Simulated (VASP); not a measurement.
# Al7P8 (a cell with a defect) in VASP: notebook

The runs below take Al7P8 (a cell with a defect) through single point, with PBE.

All numbers are computed with VASP 6.6.1; they aren't measurements. Logs are shortened: lines on timing, memory, paths and dates and some standing lists are left out, and cuts for length are marked.

## 1. The cell of the first run

The cell holds a defect, 15 atoms: a = 7.788 Å, b = 7.788 Å, c = 7.788 Å, α = 60.00°, β = 60.00°, γ = 60.00°.

## 2. Single point, PBE

Input file INCAR:

```
PREC     = Accurate       # precision mode
ENCUT    = 520            # plane-wave cutoff, eV
EDIFF    = 1E-6           # SCF threshold, eV
ISMEAR   = 0              # smearing method
SIGMA    = 0.05           # smearing width, eV
LREAL    = Auto         
LASPH    = T              # aspherical terms in the spheres
NELM     = 100            # most SCF steps
ALGO     = Normal         # electronic algorithm
ISIF     = 2              # what is computed and relaxed
LWAVE    = F              # write WAVECAR
LCHARG   = F              # write CHGCAR
GGA      = PE             # functional
NELECT   = 64.0         
NBANDS   = 44             # bands
```

Input file KPOINTS:

```
regular mesh
0
Gamma
  4 4 4
```

Input file POSCAR:

```
Al7P8
1.0
   -5.5068011416      5.5068011416      0.0000000000
   -5.5068011416      0.0000000000      5.5068011416
    0.0000000000      5.5068011416      5.5068011416
Al P
7 8
Direct
   -0.0142401184      0.5142401963      0.0142401184
    0.5142401963     -0.0142401184      0.0142401184
    0.5142401963      0.5142401963      0.4857597780
   -0.0142402091     -0.0142402091      0.0142402091
   -0.0142401184      0.5142401963      0.4857597780
    0.5142401963     -0.0142401184      0.4857597780
    0.0000000000      0.0000000000      0.5000000779
    0.6172717904      0.6172717904      0.1172717125
    0.1481846682      0.6172716996      0.1172718032
    0.6172716996      0.1481846682      0.1172718032
    0.6172717904      0.6172717904      0.6481846553
    0.1260464074      0.1260464074      0.1218608558
    0.1260463166      0.6218608430      0.6260463945
    0.6218608430      0.1260463166      0.6260463945
    0.1260464074      0.1260464074      0.6260463037
```

Potentials or basis: VASP PAW PBE potentials, release 64 (Al, P).

On the command line:

```bash
> cat potpaw_PBE.64/Al/POTCAR potpaw_PBE.64/P/POTCAR > POTCAR
> mpirun -np 1 vasp_std > vasp.out
```

OUTCAR:

```text
PREC = Accurate
   ENCUT = 520
   EDIFF = 1E-6
   ISMEAR = 0
   LREAL = Auto
   LASPH = T
   NELM = 100
   ISIF = 2
   GGA = PE
   NELECT = 64.0

 ion  position               nearest neighbor table
   1  0.986  0.514  0.014-   9 2.36   8 2.36  13 2.47  12 2.47
   2  0.514  0.986  0.014-  10 2.36   8 2.36  14 2.47  12 2.47
   3  0.514  0.514  0.486-  11 2.36   8 2.36  13 2.47  14 2.47
   4  0.986  0.986  0.014-   9 2.36  10 2.36  12 2.47  15 2.47
   5  0.986  0.514  0.486-   9 2.36  11 2.36  13 2.47  15 2.47
   6  0.514  0.986  0.486-  10 2.36  11 2.36  14 2.47  15 2.47
   7  0.000  0.000  0.500-  15 2.40  14 2.40  13 2.40  12 2.40
   8  0.617  0.617  0.117-   3 2.36   2 2.36   1 2.36
   9  0.148  0.617  0.117-   1 2.36   5 2.36   4 2.36
  10  0.617  0.148  0.117-   2 2.36   6 2.36   4 2.36
  11  0.617  0.617  0.648-   3 2.36   5 2.36   6 2.36
  12  0.126  0.126  0.122-   7 2.40   2 2.47   1 2.47   4 2.47
  13  0.126  0.622  0.626-   7 2.40   5 2.47   1 2.47   3 2.47
  14  0.622  0.126  0.626-   7 2.40   6 2.47   2 2.47   3 2.47
  15  0.126  0.126  0.626-   7 2.40   6 2.47   5 2.47   4 2.47

  LATTYP: Found a face centered cubic cell.
 ALAT       =    11.0136022832

  Lattice vectors:

 A1 = (  -5.5068011416,   5.5068011416,   0.0000000000)
 A2 = (  -5.5068011416,   0.0000000000,   5.5068011416)
 A3 = (   0.0000000000,   5.5068011416,   5.5068011416)

Analysis of symmetry for initial positions (statically):
[... 5 lines left out ...]
 face centered cubic supercell.

 Subroutine GETGRP returns: Found 24 space group operations
 (whereof  4 operations were pure point group operations)
 out of a pool of 48 trial point group operations.

The static configuration has the point symmetry C_2v.
 The point group associated with its full space group is T_d .

Analysis of symmetry for dynamics (positions and initial velocities):
[... 5 lines left out ...]
 face centered cubic supercell.

 Subroutine GETGRP returns: Found 24 space group operations
 (whereof  4 operations were pure point group operations)
 out of a pool of 48 trial point group operations.

The dynamic configuration has the point symmetry C_2v.
 The point group associated with its full space group is T_d .

 Subroutine INISYM returns: Found 24 space group operations
 (whereof  4 operations are pure point group operations),
 and found     1 'primitive' translations

----------------------------------------------------------------------------------------

                                     Primitive cell

  volume of cell :     333.9859

  direct lattice vectors                    reciprocal lattice vectors
    -5.506801142  5.506801142  0.000000000    -0.090796814  0.090796814 -0.090796814
    -5.506801142  0.000000000  5.506801142    -0.090796814 -0.090796814  0.090796814
     0.000000000  5.506801142  5.506801142     0.090796814  0.090796814  0.090796814

  length of vectors
     7.787792860  7.787792860  7.787792860     0.157264695  0.157264695  0.157264695

  position of ions in fractional coordinates (direct lattice)
     0.985759882  0.514240196  0.014240118
     0.514240196  0.985759882  0.014240118
     0.514240196  0.514240196  0.485759778
     0.985759791  0.985759791  0.014240209
     0.985759882  0.514240196  0.485759778
     0.514240196  0.985759882  0.485759778
     0.000000000  0.000000000  0.500000078
     0.617271790  0.617271790  0.117271712
     0.148184668  0.617271700  0.117271803
     0.617271700  0.148184668  0.117271803
     0.617271790  0.617271790  0.648184655
     0.126046407  0.126046407  0.121860856
     0.126046317  0.621860843  0.626046395
     0.621860843  0.126046317  0.626046395
     0.126046407  0.126046407  0.626046304

  ion indices of the primitive-cell ions
   primitive index   ion index
                 1           1
                 2           2
                 3           3
                 4           4
                 5           5
                 6           6
                 7           7
                 8           8
                 9           9
                10          10
                11          11
                12          12
                13          13
                14          14
                15          15

----------------------------------------------------------------------------------------

 KPOINTS: regular mesh

Automatic generation of k-mesh.
 Grid dimensions read from file:
 generate k-points for:    4    4    4

 Generating k-lattice:

  Cartesian coordinates                     Fractional coordinates (reciprocal lattice)
    -0.022699204  0.022699204 -0.022699204     0.250000000  0.000000000  0.000000000
    -0.022699204 -0.022699204  0.022699204     0.000000000  0.250000000  0.000000000
     0.022699204  0.022699204  0.022699204     0.000000000  0.000000000  0.250000000

  Length of vectors
     0.039316174  0.039316174  0.039316174

  Shift w.r.t. Gamma in fractional coordinates (k-lattice)
     0.000000000  0.000000000  0.000000000

 Subroutine IBZKPT returns following result:
 ===========================================

 Found      8 irreducible k-points:

 Following reciprocal coordinates:
            Coordinates               Weight
  0.000000  0.000000  0.000000      1.000000
  0.250000  0.000000  0.000000      8.000000
  0.500000  0.000000  0.000000      4.000000
  0.250000  0.250000  0.000000      6.000000
  0.500000  0.250000  0.000000     24.000000
 -0.250000  0.250000  0.000000     12.000000
  0.500000  0.500000  0.000000      3.000000
 -0.250000  0.500000  0.250000      6.000000
   k-points           NKPTS =      8   k-points in BZ     NKDIM =      8   number of bands    NBANDS=     44
   number of dos      NEDOS =    301   number of ions     NIONS =     15
   total plane-waves  NPLWV = 216000
   dimension x,y,z NGX =    60 NGY =   60 NGZ =   60
   dimension x,y,z NGXF=   120 NGYF=  120 NGZF=  120
   ions per type =               7   8
   NGX,Y,Z   is equivalent  to a cutoff of  12.81, 12.81, 12.81 a.u.
   NGXF,Y,Z  is equivalent  to a cutoff of  25.62, 25.62, 25.62 a.u.
 SYSTEM =  unknown system
   PREC   = accura    normal or accurate (medium, high low for compatibility)
   ISTART =      0    job   : 0-new  1-cont  2-samecut
   ICHARG =      2    charge: 1-file 2-atom 10-const
   ISPIN  =      1    spin polarized calculation?
   LNONCOLLINEAR =      F non collinear calculations
   LSORBIT =      F    spin-orbit coupling
   LASPH  =      T    aspherical Exc in radial PAW
   ENCUT  =  520.0 eV  38.22 Ry    6.18 a.u.  14.48 14.48 14.48*2*pi/ulx,y,z
   NELM   =    100;   NELMIN=  2; NELMDL= -5     # of ELM steps
   EDIFF  = 0.1E-05   stopping-criterion for ELM
   LREAL  =      T    real-space projection
   EDIFFG = 0.1E-04   stopping-criterion for IOM
   NSW    =      0    number of steps for IOM
   IBRION =     -1    ionic relax: 0-MD 1-quasi-New 2-CG
   NFREE  =      0    steps in history (QN), initial steepest desc. (CG)
   ISIF   =      2    stress and relaxation
   ISYM   =      2    0-nonsym 1-usesym 2-fastsym
   POTIM  = 0.5000    time-step for ionic-motion
   TEBEG  =    0.0;   TEEND  =   0.0 temperature during run
   PSTRESS=    0.0 pullay stress
   NELECT =      64.0000    total number of electrons
   NUPDOWN=      -1.0000    fix difference up-down
   EMIN   =  10.00;   EMAX   =-10.00  energy-range for DOS
   EFERMI =   0.00;   METHOD = LEGACY
   ISMEAR =     0;   SIGMA  =   0.05  broadening in eV -4-tet -1-fermi 0-gaus
   EFERMI_NEDOS =   21; number of points for ismear=-14 and -15
   IALGO  =     38    algorithm
   IMIX   =      4    mixing-type and parameters
     AMIX     =   0.40;   BMIX     =  1.00
     AMIX_MAG =   1.60;   BMIX_MAG =  1.00
  volume/ion in A,a.u.               =      22.27       150.26
  Fermi-wavevector in a.u.,A,eV,Ry     =   0.943826  1.783573 12.120181  0.890808
  Thomas-Fermi vector in A             =   2.071572
   LORBIT       =      0    0 simple, 1 ext, 2 COOP (PROOUT), +10 PAW based schemes
   GGA     = PE    functional components
   LHFCALC =     F    Hartree Fock is set to
   AEXX    =    0.0000 exact exchange contribution
   IVDW    =     0    specifies the selected vdW correction
   LEPSILON=     F    determine dielectric tensor
   LRPA    =     F    only Hartree local field effects (RPA)
 non-spin polarized calculation
 Gauss-broadening in eV      SIGMA  =   0.05
  energy-cutoff  :      520.00
  volume of cell :      333.99
 maximum number of plane-waves:      9089
 NGX is ok and might be reduce to    60
   NGX = 29   NGY = 29   NGZ = 29

 number of electron      63.9999998 magnetization

 Free energy of the ion-electron system (eV)
  ---------------------------------------------------
  ext. energy  EPLUGINS =         0.00000000
  ---------------------------------------------------
  free energy    TOTEN  =       -61.84084352 eV

  energy without entropy =      -61.84084352  energy(sigma->0) =      -61.84084352

 E-fermi :   4.8066     XC(G=0):  -9.0893

 val. band max:        4.5896435578   @ k =   0.0000   0.0000   0.0000
 cond. band min:       5.3542401322   @ k =   0.0000   0.0000   0.0000
 fundamental gap:      0.7645965744
 Fermi energy:         4.8065806527

 k-point     1 :       0.0000    0.0000    0.0000
  band No.  band energies     occupation
      1      -7.4779      2.00000
      2      -5.9269      2.00000
      3      -5.9269      2.00000
      4      -5.9269      2.00000
      5      -5.5480      2.00000
      6      -5.0158      2.00000
[... 36 lines left out ...]
     43       8.2265      0.00000
     44       8.2300      0.00000
[... 288 lines left out ...]
      4      -6.1323      2.00000
      5      -5.5154      2.00000
      6      -5.2985      2.00000
[... 36 lines left out ...]
     43       8.6486      0.00000
     44       8.7889      0.00000

------------------------ aborting loop because EDIFF is reached ----------------------------------------

  FORCE on cell =-STRESS in cart. coord.  units (eV):
  Direction    XX          YY          ZZ          XY          YZ          ZX
  --------------------------------------------------------------------------------------
  -------------------------------------------------------------------------------------
  Total       20.4443771     20.4443771     20.4443771      0.0000000     -0.0000000      0.0000000
  in kB       98.0745417     98.0745417     98.0745417      0.0000000     -0.0000000      0.0000000
  external PRESSURE =      98.0745417 kB  Pullay stress =       0.0000000 kB

 VOLUME and BASIS-vectors are now :
 -----------------------------------------------------------------------------
  energy-cutoff  :      520.00
  volume of cell :      333.99
      direct lattice vectors                 reciprocal lattice vectors
    -5.506801142  5.506801142  0.000000000    -0.090796814  0.090796814 -0.090796814
    -5.506801142  0.000000000  5.506801142    -0.090796814 -0.090796814  0.090796814
     0.000000000  5.506801142  5.506801142     0.090796814  0.090796814  0.090796814

 POSITION                                       TOTAL-FORCE (eV/Angst)
 -----------------------------------------------------------------------------------
     -8.26020      5.50680      2.91024         0.000000     -0.000000      0.004456
     -8.26020      2.91024      5.50680         0.000000      0.004456     -0.000000
     -5.66364      5.50680      5.50680        -0.004456     -0.000000     -0.000000
    -10.85677      5.50680      5.50680         0.004456     -0.000000     -0.000000
     -8.26020      8.10337      5.50680         0.000000     -0.004456     -0.000000
     -8.26020      5.50680      8.10337         0.000000     -0.000000     -0.004456
      0.00000      2.75340      2.75340        -0.000000      0.000000      0.000000
     -6.79839      4.04499      4.04499        -0.002851      0.002851      0.002851
     -4.21522      1.46182      4.04498         0.002851     -0.002851      0.002851
     -4.21522      4.04498      1.46182         0.002851      0.002851     -0.002851
     -6.79839      6.96862      6.96862        -0.002851     -0.002851     -0.002851
     -1.38823      1.36518      1.36518        -0.000489     -0.000489     -0.000489
     -4.11858      4.14163      6.87198         0.000489      0.000489     -0.000489
     -4.11858      6.87198      4.14163         0.000489     -0.000489      0.000489
     -1.38823      4.14163      4.14163        -0.000489      0.000489      0.000489
 -----------------------------------------------------------------------------------
    total drift:                                0.000505      0.000187      0.000187

  FREE ENERGIE OF THE ION-ELECTRON SYSTEM (eV)
  ---------------------------------------------------
  free  energy   TOTEN  =       -61.8408435183 eV

  energy  without entropy=      -61.8408435183  energy(sigma->0) =      -61.84084352
```

Run time: 4.4 min. Hardware: 1 thread of AMD EPYC 9R45 (Zen 5), shared host; peak memory 0.44 GiB.

Results:

- Free energy: -61.8408 eV
- Largest force: 0.005 eV/Å

Forces in eV/Å, atoms in the order of the input:
```
Al   0.000  0.000  0.004
Al   0.000  0.004  0.000
Al  -0.004  0.000  0.000
Al   0.004  0.000  0.000
Al   0.000 -0.004  0.000
Al   0.000  0.000 -0.004
Al   0.000  0.000  0.000
P   -0.003  0.003  0.003
P    0.003 -0.003  0.003
P    0.003  0.003 -0.003
P   -0.003 -0.003 -0.003
P    0.000  0.000  0.000
P    0.000  0.000  0.000
P    0.000  0.000  0.000
P    0.000  0.000  0.000
```

Levels at points of the mesh, in eV from the Fermi level:
```
           k point  band 29  band 30  band 31  band 32  band 33  band 34  band 35  band 36
(0.00, 0.00, 0.00)    -1.29    -0.22    -0.22    -0.22     0.55     0.55     0.55     1.36
(0.50, 0.00, 0.00)    -1.40    -1.40    -0.44    -0.44     1.42     1.42     1.68     1.71
(0.50, 0.50, 0.00)    -1.74    -1.68    -0.69    -0.69     1.70     1.82     2.55     2.55
```

Caveat: the cell carries a net charge on a neutralising background, which shifts energy and pressure; the cell is charged against a uniform background, so pressure and absolute levels hang on convention.

## 3. Single point, PBE

Input file INCAR:

```
PREC = Accurate ; ENCUT = 520
EDIFF = 1E-6 ; ISMEAR = 0
SIGMA = 0.05 ; LREAL = Auto
LASPH = T ; NELM = 80
ALGO = Normal ; ISIF = 2
LWAVE = F ; LCHARG = F
GGA = PE ; NBANDS = 44
NELECT = 64.0
```

Input file KPOINTS:

```
Automatic mesh
0
Gamma
  4 4 4
```

Input file POSCAR:

```
Al7P8
1.0
   -5.5068011416      5.5068011416      0.0000000000
   -5.5068011416      0.0000000000      5.5068011416
    0.0000000000      5.5068011416      5.5068011416
Al P
7 8
Direct
   -0.5142401963      0.5142401963      0.0142401184
    0.4857598688     -0.0142402091      0.0142402091
    0.4857597780      0.5142401963      0.4857597780
    0.0142402091     -0.0142402091      0.0142402091
    0.0142402091      0.5142401055      0.4857598688
    0.4999999871      0.0000000908      0.4999999871
    0.0142402091     -0.0142402091      0.4857598688
    0.6481847461      0.6172716996      0.1172718032
    0.1172718032      0.6172716996      0.1172718032
    0.6260463037      0.1260464074      0.1218608558
    0.6260463945      0.6218608430      0.6260463945
    0.1172718032      0.1481846682      0.1172718032
    0.1172718032      0.6172716996      0.6481847461
    0.6260463945      0.1260463166      0.6260463945
    0.1218608558      0.1260464074      0.6260463037
```

Potentials or basis: VASP PAW PBE potentials, release 64 (Al, P).

On the command line:

```bash
> cat potpaw_PBE.64/Al/POTCAR potpaw_PBE.64/P/POTCAR > POTCAR
> mpirun -np 1 vasp_std > vasp.out
```

Run time: 3.8 min. Hardware: 1 thread of AMD EPYC 9R45 (Zen 5), shared host; peak memory 0.43 GiB.

It converged, with:

```yaml
Free_energy: -61.8408 eV
Largest_force: 0.005 eV/Å
```

Forces in eV/Å, atoms in the order of the input:
```
Al   0.000  0.000  0.004
Al   0.004  0.000  0.000
Al   0.000 -0.004  0.000
Al   0.000  0.004  0.000
Al  -0.004  0.000  0.000
Al   0.000  0.000  0.000
Al   0.000  0.000 -0.004
P    0.003 -0.003  0.003
P   -0.003  0.003  0.003
P    0.000  0.000  0.000
P    0.000  0.000  0.000
P    0.003  0.003 -0.003
P   -0.003 -0.003 -0.003
P    0.000  0.000  0.000
P    0.000  0.000  0.000
```

Levels at points of the mesh, in eV from the Fermi level:
| k point | band 29 | band 30 | band 31 | band 32 | band 33 | band 34 | band 35 | band 36 |
| --- | --- | --- | --- | --- | --- | --- | --- | --- |
| (0.00, 0.00, 0.00) | -1.29 | -0.22 | -0.22 | -0.22 | 0.55 | 0.55 | 0.55 | 1.36 |
| (0.50, 0.00, 0.00) | -1.40 | -1.40 | -0.44 | -0.44 | 1.42 | 1.42 | 1.68 | 1.71 |
| (0.50, 0.50, 0.00) | -1.75 | -1.68 | -0.69 | -0.69 | 1.70 | 1.82 | 2.55 | 2.55 |

Caveat: the cell carries a net charge on a neutralising background, which shifts energy and pressure; the cell is charged against a uniform background, so pressure and absolute levels hang on convention.

## 4. Single point, PBE

Input file INCAR:

```
SYSTEM = Al7P8
PREC = Accurate ; ENCUT = 520
EDIFF = 1E-6 ; ISMEAR = 0
SIGMA = 0.05 ; LREAL = Auto
LASPH = .True. ; NELM = 80
ALGO = Normal ; ISIF = 2
LWAVE = .False. ; LCHARG = .False.
GGA = PE ; NELECT = 64.0
NBANDS = 44
```

Input file KPOINTS:

```
regular mesh
0
Gamma
  4 4 4
  0 0 0
```

Input file POSCAR:

```
Al7P8
1.0
   -5.5068011416      5.5068011416      0.0000000000
   -5.5068011416      0.0000000000      5.5068011416
    0.0000000000      5.5068011416      5.5068011416
Al P
7 8
Direct
   -0.0142401751      0.5142401751      0.0142401751
    0.5142401751     -0.0142401751      0.0142401751
    0.5142401751      0.5142401751      0.4857598249
   -0.0142401751     -0.0142401751      0.0142401751
   -0.0142401751      0.5142401751      0.4857598249
    0.5142401751     -0.0142401751      0.4857598249
    0.0000000000      0.0000000000      0.5000000000
    0.6172717730      0.6172717730      0.1172717730
    0.1481846811      0.6172717730      0.1172717730
    0.6172717730      0.1481846811      0.1172717730
    0.6172717730      0.6172717730      0.6481846811
    0.1260463907      0.1260463907      0.1218608280
    0.1260463907      0.6218608280      0.6260463907
    0.6218608280      0.1260463907      0.6260463907
    0.1260463907      0.1260463907      0.6260463907
```

On the command line:

```bash
> cat potpaw_PBE.64/Al/POTCAR potpaw_PBE.64/P/POTCAR > POTCAR
> mpirun -np 1 vasp_std > vasp.out
```

Run time: 3.6 min. Hardware: 1 thread of AMD EPYC 9R45 (Zen 5), shared host; peak memory 0.43 GiB.

Results (log left out):

| Property | Result |
| --- | --- |
| Free energy | -61.8408 eV |
| Largest force | 0.005 eV/Å |

Forces on the atoms (eV/Å):
```
Al   0.000  0.000  0.004
Al   0.000  0.004  0.000
Al  -0.004  0.000  0.000
Al   0.004  0.000  0.000
Al   0.000 -0.004  0.000
Al   0.000  0.000 -0.004
Al   0.000  0.000  0.000
P   -0.003  0.003  0.003
P    0.003 -0.003  0.003
P    0.003  0.003 -0.003
P   -0.003 -0.003 -0.003
P    0.000  0.000  0.000
P    0.000  0.000  0.000
P    0.000  0.000  0.000
P    0.000  0.000  0.000
```

Levels at points of the mesh, in eV from the Fermi level:
| k point | band 30 | band 31 | band 32 | band 33 | band 34 | band 35 |
| --- | --- | --- | --- | --- | --- | --- |
| (0.00, 0.00, 0.00) | -0.22 | -0.22 | -0.22 | 0.55 | 0.55 | 0.55 |
| (0.50, 0.00, 0.00) | -1.40 | -0.44 | -0.44 | 1.42 | 1.42 | 1.68 |
| (0.50, 0.50, 0.00) | -1.68 | -0.69 | -0.69 | 1.70 | 1.82 | 2.55 |

Caveat: the cell carries a net charge on a neutralising background, which shifts energy and pressure; the cell is charged against a uniform background, so pressure and absolute levels hang on convention.
